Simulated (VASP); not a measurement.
A run of VASP 6.6.1 is set up as follows.

File INCAR:

```
SYSTEM = Sr
ALGO = Fast ; EDIFF = 1E-6
ENCUT = 520 ; GGA = PE
ISIF = 2 ; ISMEAR = 0
LASPH = .True. ; LCHARG = .False.
LREAL = .False. ; LWAVE = .False.
NBANDS = 17 ; NELM = 100
PREC = Accurate ; SIGMA = 0.1
```

KPOINTS

```
k-points
0
Gamma
  10 10 10
  0 0 0
```

POSCAR

```
Sr
1.0
   -3.8001657301      3.9219571380      2.1074814395
    3.7800782180     -3.9219571380      2.0706402383
    3.8001657301      3.9219571380     -2.1074814395
Sr
2
Direct
    0.7933769667      0.3174197699      0.5240428033
   -0.0433769667     -0.0674197699     -0.0240428033
```

Potentials or basis: VASP PAW PBE potentials, release 64 (Sr_sv).

Command:

```sh
$ cat potpaw_PBE.64/Sr_sv/POTCAR > POTCAR
$ mpirun -np 1 vasp_std > vasp.out
```

(1) Predict the largest force.

(2) What does it give for the band gap on the k mesh?

(3) Estimate the pressure.

Results:

(1) 0.789 eV/Å.

(2) zero (bands 10 and 11 overlap by 0.58 eV).

(3) -0.6 GPa.

Caveat: the cell differs from its parent crystal (strained and its atoms moved).
